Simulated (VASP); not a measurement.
# GaN in VASP: settings compared

GaN is run at these levels: r2SCAN+D4, PBE; tasks: single point.

Everything below comes from runs of VASP 6.6.1. Logs are shortened: lines on timing, memory, paths and dates and some standing lists are left out, and cuts for length are marked.

### 1 The cell of the first run

Symmetry: P6_3mc, No. 186, hexagonal system. Conventional cell: a = 3.137 Å, b = 3.137 Å, c = 5.096 Å, α = 90.00°, β = 90.00°, γ = 120.00°. Within 2.5 Å of Ga (site symmetry 3m) lie 4 N at 1.91 to 1.92 Å. Within 2.5 Å of N (site symmetry 3m) lie 4 Ga at 1.91 to 1.92 Å.

### 2 Single point, r2SCAN+D4

File POSCAR:

```
GaN
1.0
    3.1370217585      0.0000000000      0.0000000000
   -1.5685108793      2.7167405351      0.0000000000
    0.0000000000      0.0000000000      5.0961806304
Ga N
2 2
Direct
    0.6666666667      0.3333333333      0.5000000000
    0.3333333333      0.6666666667      0.0000000000
    0.6666666667      0.3333333333      0.8750000000
    0.3333333333      0.6666666667      0.3750000000
```

File INCAR.step1:

```
ALGO = Normal
EDIFF = 1E-5
ENCUT = 910
GGA = PE
GGA_COMPAT = False
ISMEAR = -1
LASPH = True
LCHARG = False
LREAL = False
LWAVE = True
NBANDS = 26
NELM = 120
PREC = Accurate
SIGMA = 0.05
```

File INCAR.step2:

```
ALGO = Normal
EDIFF = 1E-6
ENCUT = 910
GGA_COMPAT = False
ISIF = 2
ISMEAR = -1
ISTART = 1
IVDW = 13
LASPH = True
LCHARG = False
LMIXTAU = True
LREAL = False
LWAVE = False
METAGGA = R2SCAN
NBANDS = 26
NELM = 120
PREC = Accurate
SIGMA = 0.05
VDW_A1 = 0.51559235
VDW_A2 = 5.77342911
VDW_S6 = 1.0
VDW_S8 = 0.6018749
```

File KPOINTS:

```
k-points
0
Gamma
  10 10 5
```

Potentials or basis: VASP PAW PBE potentials, release 64 (Ga_d, N_h).

On the command line:

```sh
cat potpaw_PBE.64/Ga_d/POTCAR potpaw_PBE.64/N_h/POTCAR > POTCAR
cp INCAR.step1 INCAR
mpirun -np 1 vasp_std > vasp.out
cp INCAR.step2 INCAR
mpirun -np 1 vasp_std > vasp.out
```

OUTCAR:

```text
EDIFF = 1E-6
   ENCUT = 910
   ISIF = 2
   ISMEAR = -1
   ISTART = 1
   IVDW = 13
   LASPH = True
   LREAL = False
   METAGGA = R2SCAN
   NELM = 120
   PREC = Accurate

 ion  position               nearest neighbor table
   1  0.667  0.333  0.500-   3 1.91   4 1.92   4 1.92   4 1.92
   2  0.333  0.667  0.000-   4 1.91   3 1.92   3 1.92   3 1.92
   3  0.667  0.333  0.875-   1 1.91   2 1.92   2 1.92   2 1.92
   4  0.333  0.667  0.375-   2 1.91   1 1.92   1 1.92   1 1.92

  LATTYP: Found a hexagonal cell.
 ALAT       =     3.1370217585
 C/A-ratio  =     1.6245283019

  Lattice vectors:

 A1 = (   3.1370217585,   0.0000000000,   0.0000000000)
 A2 = (  -1.5685108793,   2.7167405351,   0.0000000000)
 A3 = (   0.0000000000,   0.0000000000,   5.0961806304)

Analysis of symmetry for initial positions (statically):
=====================================================================
 Subroutine PRICEL returns:
 Original cell was already a primitive cell.

 Routine SETGRP: Setting up the symmetry group for a
 hexagonal supercell.

 Subroutine GETGRP returns: Found 12 space group operations
 (whereof  6 operations were pure point group operations)
 out of a pool of 24 trial point group operations.

The static configuration has the point symmetry C_3v.
 The point group associated with its full space group is C_6v.

Analysis of symmetry for dynamics (positions and initial velocities):
=====================================================================
 Subroutine PRICEL returns:
 Original cell was already a primitive cell.

 Routine SETGRP: Setting up the symmetry group for a
 hexagonal supercell.

 Subroutine GETGRP returns: Found 12 space group operations
 (whereof  6 operations were pure point group operations)
 out of a pool of 24 trial point group operations.

The dynamic configuration has the point symmetry C_3v.
 The point group associated with its full space group is C_6v.

 Subroutine INISYM returns: Found 12 space group operations
 (whereof  6 operations are pure point group operations),
 and found     1 'primitive' translations

----------------------------------------------------------------------------------------

                                     Primitive cell

  volume of cell :      43.4321

  direct lattice vectors                    reciprocal lattice vectors
     3.137021758  0.000000000  0.000000000     0.318773690  0.184044075  0.000000000
    -1.568510879  2.716740535  0.000000000     0.000000000  0.368088151  0.000000000
     0.000000000  0.000000000  5.096180630     0.000000000  0.000000000  0.196225384

  length of vectors
     3.137021758  3.137021759  5.096180630     0.368088151  0.368088151  0.196225384

  position of ions in fractional coordinates (direct lattice)
     0.666666667  0.333333333  0.500000000
     0.333333333  0.666666667  0.000000000
     0.666666667  0.333333333  0.875000000
     0.333333333  0.666666667  0.375000000

  ion indices of the primitive-cell ions
   primitive index   ion index
                 1           1
                 2           2
                 3           3
                 4           4

----------------------------------------------------------------------------------------

 KPOINTS: k-points

Automatic generation of k-mesh.
 Grid dimensions read from file:
 generate k-points for:   10   10    5

 Generating k-lattice:

  Cartesian coordinates                     Fractional coordinates (reciprocal lattice)
     0.031877369  0.018404408  0.000000000     0.100000000 -0.000000000  0.000000000
     0.000000000  0.036808815  0.000000000     0.000000000  0.100000000  0.000000000
     0.000000000  0.000000000  0.039245077     0.000000000  0.000000000  0.200000000

  Length of vectors
     0.036808815  0.036808815  0.039245077

  Shift w.r.t. Gamma in fractional coordinates (k-lattice)
     0.000000000  0.000000000  0.000000000

 Subroutine IBZKPT returns following result:
 ===========================================

 Found     42 irreducible k-points:

 Following reciprocal coordinates:
            Coordinates               Weight
  0.000000  0.000000  0.000000      1.000000
  0.100000  0.000000  0.000000      6.000000
  0.200000  0.000000  0.000000      6.000000
  0.300000  0.000000  0.000000      6.000000
  0.400000  0.000000  0.000000      6.000000
  0.500000  0.000000  0.000000      3.000000
[... 16 lines left out ...]
  0.300000  0.100000  0.200000     24.000000
  0.400000  0.100000  0.200000     24.000000
 [... further k-points ...]
   k-points           NKPTS =     42   k-points in BZ     NKDIM =     42   number of bands    NBANDS=     26
   number of dos      NEDOS =    301   number of ions     NIONS =      4
   total plane-waves  NPLWV =  51200
   dimension x,y,z NGX =    32 NGY =   32 NGZ =   50
   dimension x,y,z NGXF=    64 NGYF=   64 NGZF=  100
   ions per type =               2   2
   NGX,Y,Z   is equivalent  to a cutoff of  16.96, 16.96, 16.31 a.u.
   NGXF,Y,Z  is equivalent  to a cutoff of  33.92, 33.92, 32.62 a.u.
 SYSTEM =  unknown system
   PREC   = accura    normal or accurate (medium, high low for compatibility)
   ISTART =      1    job   : 0-new  1-cont  2-samecut
   ICHARG =      0    charge: 1-file 2-atom 10-const
   ISPIN  =      1    spin polarized calculation?
   LNONCOLLINEAR =      F non collinear calculations
   LSORBIT =      F    spin-orbit coupling
   LASPH  =      T    aspherical Exc in radial PAW
   ENCUT  =  910.0 eV  66.88 Ry    8.18 a.u.   7.72  7.72 12.53*2*pi/ulx,y,z
   NELM   =    120;   NELMIN=  2; NELMDL=  0     # of ELM steps
   EDIFF  = 0.1E-05   stopping-criterion for ELM
   LREAL  =      F    real-space projection
   EDIFFG = 0.1E-04   stopping-criterion for IOM
   NSW    =      0    number of steps for IOM
   IBRION =     -1    ionic relax: 0-MD 1-quasi-New 2-CG
   NFREE  =      0    steps in history (QN), initial steepest desc. (CG)
   ISIF   =      2    stress and relaxation
   ISYM   =      2    0-nonsym 1-usesym 2-fastsym
   POTIM  = 0.5000    time-step for ionic-motion
   TEBEG  =    0.0;   TEEND  =   0.0 temperature during run
   PSTRESS=    0.0 pullay stress
   NELECT =      36.0000    total number of electrons
   NUPDOWN=      -1.0000    fix difference up-down
   EMIN   =  10.00;   EMAX   =-10.00  energy-range for DOS
   EFERMI =   0.00;   METHOD = LEGACY
   ISMEAR =    -1;   SIGMA  =   0.05  broadening in eV -4-tet -1-fermi 0-gaus
   EFERMI_NEDOS =   21; number of points for ismear=-14 and -15
   IALGO  =     38    algorithm
   IMIX   =      4    mixing-type and parameters
     AMIX     =   0.40;   BMIX     =  1.00
     AMIX_MAG =   1.60;   BMIX_MAG =  1.00
  volume/ion in A,a.u.               =      10.86        73.27
  Fermi-wavevector in a.u.,A,eV,Ry     =   1.537820  2.906058 32.176285  2.364890
  Thomas-Fermi vector in A             =   2.644275
   LORBIT       =      0    0 simple, 1 ext, 2 COOP (PROOUT), +10 PAW based schemes
   METAGGA = R2SCAN    functional components
   LHFCALC =     F    Hartree Fock is set to
   AEXX    =    0.0000 exact exchange contribution
   IVDW    =    13    specifies the selected vdW correction
   LEPSILON=     F    determine dielectric tensor
   LRPA    =     F    only Hartree local field effects (RPA)
 non-spin polarized calculation
  energy-cutoff  :      910.00
  volume of cell :       43.43
 maximum number of plane-waves:      2731
 NGX is ok and might be reduce to    32
   NGX = 15   NGY = 15   NGZ = 25

 number of electron      36.0000003 magnetization

 Free energy of the ion-electron system (eV)
  ---------------------------------------------------
  ext. energy  EPLUGINS =         0.00000000
  ---------------------------------------------------
  free energy    TOTEN  =       -43.74005175 eV

  energy without entropy =      -43.74005175  energy(sigma->0) =      -43.74005175

 E-fermi :   6.9403     XC(G=0): -12.9317

 val. band max:        5.9351844195   @ k =   0.0000   0.0000   0.0000
 cond. band min:       8.5928542495   @ k =   0.0000   0.0000   0.0000
 fundamental gap:      2.6576698300
 Fermi energy:         6.9402698940

 k-point     1 :       0.0000    0.0000    0.0000
  band No.  band energies     occupation
      1     -11.2991      2.00000
      2     -10.1429      2.00000
      3      -7.9460      2.00000
      4      -7.9215      2.00000
      5      -7.9215      2.00000
      6      -7.8407      2.00000
[... 18 lines left out ...]
     25      18.7787      0.00000
     26      18.7787      0.00000

 k-point     2 :       0.1000    0.0000    0.0000
  band No.  band energies     occupation
      1     -11.1918      2.00000
      2     -10.1103      2.00000
      3      -7.9322      2.00000
      4      -7.9048      2.00000
      5      -7.8926      2.00000
      6      -7.8271      2.00000
[... 18 lines left out ...]
     25      18.3479      0.00000
     26      19.0182      0.00000

 k-point     3 :       0.2000    0.0000    0.0000
  band No.  band energies     occupation
      1     -10.9060      2.00000
      2     -10.0341      2.00000
      3      -7.8938      2.00000
      4      -7.8678      2.00000
      5      -7.8137      2.00000
      6      -7.7570      2.00000
[... 18 lines left out ...]
     25      18.5254      0.00000
     26      19.5255      0.00000

 k-point     4 :       0.3000    0.0000    0.0000
  band No.  band energies     occupation
      1     -10.5514      2.00000
      2      -9.9600      2.00000
      3      -7.8634      2.00000
      4      -7.8387      2.00000
      5      -7.7513      2.00000
      6      -7.6828      2.00000
[... 18 lines left out ...]
     25      18.4172      0.00000
     26      20.2924      0.00000
[... 496 lines left out ...]
      1     -10.5828      2.00000
      2     -10.0183      2.00000
      3      -7.8602      2.00000
      4      -7.8445      2.00000
      5      -7.7811      2.00000
      6      -7.7468      2.00000
[... 18 lines left out ...]
     25      18.1443      0.00000
     26      19.6798      0.00000

 k-point    23 :       0.3000    0.1000    0.2000
  band No.  band energies     occupation
      1     -10.2954      2.00000
      2      -9.9474      2.00000
      3      -7.8495      2.00000
      4      -7.8266      2.00000
      5      -7.7445      2.00000
      6      -7.6750      2.00000
[... 18 lines left out ...]
     25      18.4156      0.00000
     26      20.1804      0.00000

 k-point    24 :       0.4000    0.1000    0.2000
  band No.  band energies     occupation
      1     -10.1280      2.00000
      2      -9.9192      2.00000
      3      -7.8561      2.00000
      4      -7.8168      2.00000
      5      -7.7272      2.00000
      6      -7.6580      2.00000
[... 18 lines left out ...]
     25      18.9362      0.00000
     26      20.6432      0.00000

 [... further k-points ...]

------------------------ aborting loop because EDIFF is reached ----------------------------------------

  DFT-D4 for vdW energy calculation

  Edisp (eV):   -0.61276

  FORCE on cell =-STRESS in cart. coord.  units (eV):
  Direction    XX          YY          ZZ          XY          YZ          ZX
  --------------------------------------------------------------------------------------
  -------------------------------------------------------------------------------------
  Total       2.22803     2.22803     2.89783    -0.00000    -0.00000     0.00000
  in kB      82.19043    82.19043   106.89887    -0.00000    -0.00000     0.00000
  external pressure =       90.43 kB  Pullay stress =        0.00 kB

 VOLUME and BASIS-vectors are now :
 -----------------------------------------------------------------------------
  energy-cutoff  :      910.00
  volume of cell :       43.43
      direct lattice vectors                 reciprocal lattice vectors
     3.137021758  0.000000000  0.000000000     0.318773690  0.184044075  0.000000000
    -1.568510879  2.716740535  0.000000000     0.000000000  0.368088151  0.000000000
     0.000000000  0.000000000  5.096180630     0.000000000  0.000000000  0.196225384

 POSITION                                       TOTAL-FORCE (eV/Angst)
 -----------------------------------------------------------------------------------
      1.56851      0.90558      2.54809        -0.000000      0.000000     -0.157744
     -0.00000      1.81116      0.00000         0.000000      0.000000     -0.157744
      1.56851      0.90558      4.45916        -0.000000      0.000000      0.157744
     -0.00000      1.81116      1.91107         0.000000     -0.000000      0.157744
 -----------------------------------------------------------------------------------
    total drift:                                0.000000      0.000001     -0.018911

  FREE ENERGIE OF THE ION-ELECTRON SYSTEM (eV)
  ---------------------------------------------------
  free  energy   TOTEN  =       -44.3528074644 eV

  energy  without entropy=      -44.3528074644  energy(sigma->0) =      -44.35280746
```

It took 3.9 min on 1 thread of Intel Xeon 6975P-C (Granite Rapids), shared host; peak memory 0.29 GiB.

What came out:

```
Free energy                : -44.3528 eV
Pressure                   : 9.0 GPa
Largest force              : 0.158 eV/Å
Band gap on the k mesh     : 2.66 eV
Dispersion energy per atom : -0.153 eV
```

Forces in eV/Å, atoms in the order of the input:
```
Ga   0.000  0.000 -0.158
Ga   0.000  0.000 -0.158
N    0.000  0.000  0.158
N    0.000  0.000  0.158
```

Stress tensor (GPa, compression positive):
```
 8.22  0.00  0.00
 0.00  8.22  0.00
 0.00  0.00 10.69
```

Caveat: the cutoff is under 1.25 times the usual one of these potentials, so pressure, stress and relaxed cells hold a basis-set (Pulay) error; the cell stands under pressure; the PAW data sets were made with another functional, which shifts forces and pressure a little.

### 3 Single point, PBE (atoms moved at random)

File INCAR:

```
PREC = Accurate
ENCUT = 520
EDIFF = 1E-7
ISMEAR = -1
SIGMA = 0.05
LREAL = False
LASPH = True
NELM = 80
ALGO = Normal
ISIF = 2
LWAVE = False
LCHARG = True
GGA = PE
LELF = True
LVHAR = True
NBANDS = 26
```

File KPOINTS:

```
regular mesh
0
Gamma
  10 10 5
```

File POSCAR:

```
GaN
1.0
    3.1800000000      0.0000000000      0.0000000000
   -1.5900000000      2.7539607840      0.0000000000
    0.0000000000      0.0000000000      5.1660000000
Ga N
2 2
Direct
    0.6779320000      0.3377420000      0.4989470000
    0.3459920000      0.6697240000      0.0105920000
    0.6702470000      0.3425430000      0.8761860000
    0.3341970000      0.6529300000      0.3742130000
```

Potentials or basis: VASP PAW PBE potentials, release 64 (Ga_d, N).

On the command line:

```sh
cat potpaw_PBE.64/Ga_d/POTCAR potpaw_PBE.64/N/POTCAR > POTCAR
mpirun -np 1 vasp_std > vasp.out
```

It took 6.3 min on 1 thread of Intel Xeon 8259CL, shared host; peak memory 0.35 GiB.

Results (log left out):

```yaml
Free_energy: -24.2142 eV
Pressure: 7.8 GPa
Largest_force: 1.517 eV/Å
Band_gap_on_the_k_mesh: 1.86 eV
```

Forces in eV/Å, atoms in the order of the input:
```
Ga  -0.086 -0.520  0.502
Ga  -0.445  0.178 -1.439
N    0.487 -0.257  0.201
N    0.044  0.599  0.736
```

Stress tensor (GPa, compression positive):
```
 8.24 -1.01 -0.92
-1.01  3.89 -0.64
-0.92 -0.64 11.41
```

Levels at points of the mesh, in eV from the valence-band top:
```csv
k point,band 14,band 15,band 16,band 17,band 18,band 19,band 20,band 21,band 22,band 23
"(0.00, 0.00, 0.00)",-1.32,-1.08,-0.21,-0.07,0.00,1.86,4.26,9.09,9.82,9.84
"(0.50, 0.00, 0.00)",-5.32,-4.42,-2.88,-2.43,-1.00,4.97,5.52,5.98,8.55,10.04
"(0.00, 0.50, 0.00)",-5.15,-4.52,-2.93,-2.28,-1.02,4.93,5.45,5.71,8.53,10.16
"(0.50, 0.50, 0.00)",-5.48,-4.36,-2.85,-2.56,-0.97,4.95,5.62,6.18,8.56,10.05
```

Caveat: the cell differs from its parent crystal (atoms moved at random); the cell stands under pressure; forces of over 1 eV/Å act on the atoms, so gaps and moduli don't describe the material at rest.
